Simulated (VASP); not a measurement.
# Sr (Cm) in VASP: single point with PBE

Aim: the single point of Sr with PBE.

All numbers are computed with VASP 6.6.1; they aren't measurements. Logs are shortened: lines on timing, memory, paths and dates and some standing lists are left out, and cuts for length are marked.

## 1. The cell of the first run

Symmetry: Cm, No. 8, monoclinic system. The conventional cell has a = 7.154 Å, b = 11.762 Å, c = 6.883 Å, α = 90.00°, β = 121.31°, γ = 90.00°. Sr (site symmetry m) has 11 Sr at 3.78 to 4.50 Å within 5.0 Å. Within 5.0 Å of Sr (site symmetry m) lie 11 Sr at 3.78 to 4.81 Å. Sr (site symmetry 1) has 11 Sr at 3.87 to 4.81 Å within 5.1 Å.

## 2. Single point, PBE (one atom moved)

Input file INCAR:

```
PREC = Accurate ; ENCUT = 520
EDIFF = 1E-6 ; ISMEAR = 0
SIGMA = 0.1 ; LREAL = False
LASPH = True ; NELM = 80
ALGO = Fast ; ISIF = 2
LWAVE = False ; LCHARG = False
GGA = PE ; NBANDS = 28
```

Input file KPOINTS:

```
Automatic mesh
0
Gamma
  8 8 8
```

Input file POSCAR:

```
Sr
1.0
   -4.1585048905      4.1585048905      3.5768060722
    4.1585048905     -4.1585048905      3.5768060722
    4.1585048905      4.1585048905     -3.5768060722
Sr
4
Direct
    0.1645495200      0.6645495200      0.8290990300
    0.8878715496      0.3878715496      0.1709009700
    0.6645495200      0.8354504800      0.5000000000
    0.3354504800      0.1645495200      0.5000000000
```

Potentials or basis: VASP PAW PBE potentials, release 64 (Sr_sv).

Launch:

```bash
cat potpaw_PBE.64/Sr_sv/POTCAR > POTCAR
mpirun -np 1 vasp_std > vasp.out
```

OUTCAR:

```text
PREC = Accurate
   ENCUT = 520
   EDIFF = 1E-6
   ISMEAR = 0
   LREAL = False
   LASPH = True
   NELM = 80
   ISIF = 2
   GGA = PE

 ion  position               nearest neighbor table
   1  0.165  0.665  0.829-   2 3.78   2 3.89   4 4.39   3 4.39   3 4.39   4 4.39   2 4.43   4 4.50
                             3 4.50   3 4.50   4 4.50
   2  0.888  0.388  0.171-   1 3.78   1 3.89   3 4.21   4 4.21   3 4.41   4 4.41   3 4.41   4 4.41
                             1 4.43   3 4.81   4 4.81
   3  0.665  0.835  0.500-   4 3.87   4 4.10   4 4.10   2 4.21   1 4.39   1 4.39   2 4.41   2 4.41
                             1 4.50   1 4.50   2 4.81
   4  0.335  0.165  0.500-   3 3.87   3 4.10   3 4.10   2 4.21   1 4.39   1 4.39   2 4.41   2 4.41
                             1 4.50   1 4.50   2 4.81

  LATTYP: Found a body centered tetragonal cell.
 ALAT       =     8.3170097810
 C/A-ratio  =     0.8601182796

  Lattice vectors:

 A1 = (  -4.1585048905,   4.1585048905,   3.5768060722)
 A2 = (   4.1585048905,  -4.1585048905,   3.5768060722)
 A3 = (   4.1585048905,   4.1585048905,  -3.5768060722)

Analysis of symmetry for initial positions (statically):
=====================================================================
 Subroutine PRICEL returns:
 Original cell was already a primitive cell.

 Routine SETGRP: Setting up the symmetry group for a
 body centered tetragonal supercell.

 Subroutine GETGRP returns: Found  2 space group operations
 (whereof  1 operations were pure point group operations)
 out of a pool of 16 trial point group operations.

The static configuration has the point symmetry C_1 .
 The point group associated with its full space group is C_1h.

Analysis of symmetry for dynamics (positions and initial velocities):
=====================================================================
 Subroutine PRICEL returns:
 Original cell was already a primitive cell.

 Routine SETGRP: Setting up the symmetry group for a
 body centered tetragonal supercell.

 Subroutine GETGRP returns: Found  2 space group operations
 (whereof  1 operations were pure point group operations)
 out of a pool of 16 trial point group operations.

The dynamic configuration has the point symmetry C_1 .
 The point group associated with its full space group is C_1h.

 Subroutine INISYM returns: Found  2 space group operations
 (whereof  1 operations are pure point group operations),
 and found     1 'primitive' translations

[... 100 lines left out ...]
   EDIFFG = 0.1E-04   stopping-criterion for IOM
   NSW    =      0    number of steps for IOM
   IBRION =     -1    ionic relax: 0-MD 1-quasi-New 2-CG
   NFREE  =      0    steps in history (QN), initial steepest desc. (CG)
   ISIF   =      2    stress and relaxation
   ISYM   =      2    0-nonsym 1-usesym 2-fastsym
   POTIM  = 0.5000    time-step for ionic-motion
   TEBEG  =    0.0;   TEEND  =   0.0 temperature during run
   PSTRESS=    0.0 pullay stress
   NELECT =      40.0000    total number of electrons
   NUPDOWN=      -1.0000    fix difference up-down
   EMIN   =  10.00;   EMAX   =-10.00  energy-range for DOS
   EFERMI =   0.00;   METHOD = LEGACY
   ISMEAR =     0;   SIGMA  =   0.10  broadening in eV -4-tet -1-fermi 0-gaus
   EFERMI_NEDOS =   21; number of points for ismear=-14 and -15
   IALGO  =     68    algorithm
   IMIX   =      4    mixing-type and parameters
     AMIX     =   0.40;   BMIX     =  1.00
     AMIX_MAG =   1.60;   BMIX_MAG =  1.00
  volume/ion in A,a.u.               =      61.85       417.41
  Fermi-wavevector in a.u.,A,eV,Ry     =   0.891836  1.685325 10.821680  0.795371
  Thomas-Fermi vector in A             =   2.013707
   LORBIT       =      0    0 simple, 1 ext, 2 COOP (PROOUT), +10 PAW based schemes
   GGA     = PE    functional components
   LHFCALC =     F    Hartree Fock is set to
   AEXX    =    0.0000 exact exchange contribution
   IVDW    =     0    specifies the selected vdW correction
   LEPSILON=     F    determine dielectric tensor
   LRPA    =     F    only Hartree local field effects (RPA)
 non-spin polarized calculation
 RMM-DIIS sequential band-by-band and
 Gauss-broadening in eV      SIGMA  =   0.10
  energy-cutoff  :      520.00
  volume of cell :      247.42
 maximum number of plane-waves:      6694
 NGX is ok and might be reduce to    54
   NGX = 25   NGY = 25   NGZ = 25

 number of electron      40.0000000 magnetization

 Free energy of the ion-electron system (eV)
  ---------------------------------------------------
  ext. energy  EPLUGINS =         0.00000000
  ---------------------------------------------------
  free energy    TOTEN  =        -5.85453486 eV

  energy without entropy =       -5.83168936  energy(sigma->0) =       -5.84311211

 E-fermi :   1.1553     XC(G=0):  -6.9534

 val. band max:        1.1547744955   @ k =   0.1250  -0.1250   0.2500
 cond. band min:       1.1575400586   @ k =   0.2500  -0.3750   0.1250
 fundamental gap:      0.0027655631
 Fermi energy:         1.1552900898

 k-point     1 :       0.0000    0.0000    0.0000
  band No.  band energies     occupation
      1     -35.6458      2.00000
      2     -35.6328      2.00000
      3     -35.6194      2.00000
      4     -35.6192      2.00000
      5     -17.7380      2.00000
      6     -17.6748      2.00000
[... 733 lines left out ...]
     27       2.7955      0.00000
     28       2.8804      0.00000

 [... further k-points ...]

------------------------ aborting loop because EDIFF is reached ----------------------------------------

  FORCE on cell =-STRESS in cart. coord.  units (eV):
  Direction    XX          YY          ZZ          XY          YZ          ZX
  --------------------------------------------------------------------------------------
  -------------------------------------------------------------------------------------
  Total       -0.2986023     -0.2986023      0.0109569      0.0545966     -0.2670319     -0.2670319
  in kB       -1.9336326     -1.9336326      0.0709529      0.3535465     -1.7291949     -1.7291949
  external PRESSURE =      -1.2654374 kB  Pullay stress =       0.0000000 kB

 VOLUME and BASIS-vectors are now :
 -----------------------------------------------------------------------------
  energy-cutoff  :      520.00
  volume of cell :      247.42
      direct lattice vectors                 reciprocal lattice vectors
    -4.158504890  4.158504890  3.576806072     0.000000000  0.120235520  0.139789519
     4.158504890 -4.158504890  3.576806072     0.120235520  0.000000000  0.139789519
     4.158504890  4.158504890 -3.576806072     0.120235520  0.120235520  0.000000000

 POSITION                                       TOTAL-FORCE (eV/Angst)
 -----------------------------------------------------------------------------------
      5.52706      1.36856      0.00000         0.018189      0.018189      0.408140
     -1.36856      2.78994      3.95181        -0.059188     -0.059188     -0.617027
      2.78994      1.36856      3.57681        -0.087022      0.128021      0.104444
      1.36856      2.78994      0.00000         0.128021     -0.087022      0.104444
 -----------------------------------------------------------------------------------
    total drift:                               -0.000006     -0.000006     -0.000014

  FREE ENERGIE OF THE ION-ELECTRON SYSTEM (eV)
  ---------------------------------------------------
  free  energy   TOTEN  =        -5.8545348552 eV

  energy  without entropy=       -5.8316893637  energy(sigma->0) =       -5.84311211
```

stdout:

```text
POSCAR found type information on POSCAR Sr
 POSCAR found :  1 types and       4 ions
 scaLAPACK will be used
 LDA part: xc-table for (Slater+PW92), standard interpolation
 POSCAR, INCAR and KPOINTS ok, starting setup
 FFT: planning ... GRIDC
 FFT: planning ... GRID_SOFT
 FFT: planning ... GRID
 WAVECAR not read
 entering main loop
WARNING in EDDRMM: call to ZHEGV failed, returncode =   6  3     17
WARNING in EDDRMM: call to ZHEGV failed, returncode =   8  4     23
WARNING in EDDRMM: call to ZHEGV failed, returncode =   6  3     17
WARNING in EDDRMM: call to ZHEGV failed, returncode =   8  4     18
WARNING in EDDRMM: call to ZHEGV failed, returncode =   6  3     24
WARNING in EDDRMM: call to ZHEGV failed, returncode =   8  4     22
WARNING in EDDRMM: call to ZHEGV failed, returncode =   8  4     23
WARNING in EDDRMM: call to ZHEGV failed, returncode =   6  3     17
WARNING in EDDRMM: call to ZHEGV failed, returncode =   6  3     17
WARNING in EDDRMM: call to ZHEGV failed, returncode =   8  4     26
WARNING in EDDRMM: call to ZHEGV failed, returncode =   6  3     21
WARNING in EDDRMM: call to ZHEGV failed, returncode =   8  4     23
WARNING in EDDRMM: call to ZHEGV failed, returncode =   6  3     17
WARNING in EDDRMM: call to ZHEGV failed, returncode =   8  4     25
WARNING in EDDRMM: call to ZHEGV failed, returncode =   8  4     26
WARNING in EDDRMM: call to ZHEGV failed, returncode =   6  3     18
WARNING in EDDRMM: call to ZHEGV failed, returncode =   8  4     26
WARNING in EDDRMM: call to ZHEGV failed, returncode =   6  3     25
```

It took 70 min on 1 thread of Intel Xeon 8259CL, shared host; peak memory 0.91 GiB.

What came out:

```yaml
Free_energy: -5.8545 eV
Pressure: -0.1 GPa
Largest_force: 0.623 eV/Å
Band_gap_on_the_k_mesh: zero (bands 20 and 21 overlap by 0.55 eV)
```

Forces in eV/Å, atoms in the order of the input:
```
Sr   0.018  0.018  0.408
Sr  -0.059 -0.059 -0.617
Sr  -0.087  0.128  0.104
Sr   0.128 -0.087  0.104
```

Caveat: the cell differs from its parent crystal (one atom moved).
